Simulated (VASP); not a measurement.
HPbNO4:

```xyz
7
Lattice="4.1992 0.1112 0.1682 1.9160 3.8913 0.1257 1.7609 1.2526 6.3727" Properties=species:S:1:pos:R:3 pbc="T T T"
H     6.1559    3.5396    4.2374
Pb    3.9410    4.7367    5.7714
N     2.1622    1.5295    2.0021
O     6.1170    3.6060    5.2180
O     2.2525    1.0554    0.8130
O     2.1821    0.7481    2.9790
O     2.0545    2.7723    2.1460
```

- Program: VASP 6.6.1
- Task: relaxation of cell and atoms
- Functional: r2SCAN
- Potentials or basis: VASP PAW PBE potentials, release 64 (H, Pb_d, N, O)
- Cutoff: 600 eV
- k mesh: 5 × 5 × 3
- Occupations: fermi-dirac, width 0.05 eV
- Spin: no spin polarisation

At the start: pressure -2.4 GPa; volume 14.48 Å³/atom.

How do energy, volume and symmetry change on relaxing?

Over 50 steps the energy falls by 6.0 meV/atom and the volume is 13.64 Å³/atom (-5.8 %); space group P1 (No. 1, to 0.1 Å) before and after.

Step by step:
```csv
step,energy change (eV),largest force (eV/Å),pressure (GPa),volume (Å³)
1,0.0000,0.2705,-2.42,101.39
3,-0.0110,0.3700,-0.79,100.20
5,-0.0323,0.2010,0.04,96.92
7,-0.0336,0.1157,-0.06,96.75
9,-0.0348,0.2271,-0.06,96.54
11,-0.0364,0.1637,0.07,96.20
13,-0.0389,0.0899,-0.01,95.91
15,-0.0393,0.0805,0.04,95.82
17,-0.0395,0.1338,0.11,95.73
19,-0.0402,0.0918,0.05,95.60
21,-0.0405,0.0630,-0.12,95.59
23,-0.0409,0.0687,0.07,95.47
25,-0.0411,0.0548,0.03,95.44
27,-0.0414,0.0275,0.02,95.43
29,-0.0415,0.0409,0.09,95.45
31,-0.0416,0.0211,0.02,95.52
33,-0.0415,0.0449,-0.05,95.58
35,-0.0416,0.0223,-0.02,95.57
37,-0.0416,0.0318,-0.06,95.63
39,-0.0417,0.0203,-0.02,95.62
41,-0.0417,0.0224,-0.04,95.57
43,-0.0418,0.0214,0.05,95.50
45,-0.0418,0.0424,0.13,95.44
47,-0.0418,0.0293,0.09,95.48
49,-0.0418,0.0106,0.00,95.50
50,-0.0418,0.0097,0.01,95.50
```

Final structure:
```
H Pb N O
1.0
     4.11726    0.10583    0.16999
     1.87752    3.76895    0.11190
     1.73175    1.18937    6.31607
H Pb N O
1 1 1 4
Direct
  0.89435 0.68326 0.62078
  0.13828 0.94056 0.88328
  0.25688 0.28556 0.30489
  0.83364 0.65082 0.77752
  0.39376 0.20787 0.11701
  0.30903 0.03295 0.46560
  0.07278 0.61478 0.32242
```

Caveat: the standard files for N, O and F lose accuracy on very short bonds; the PAW data sets were made with another functional, which shifts forces and pressure a little.
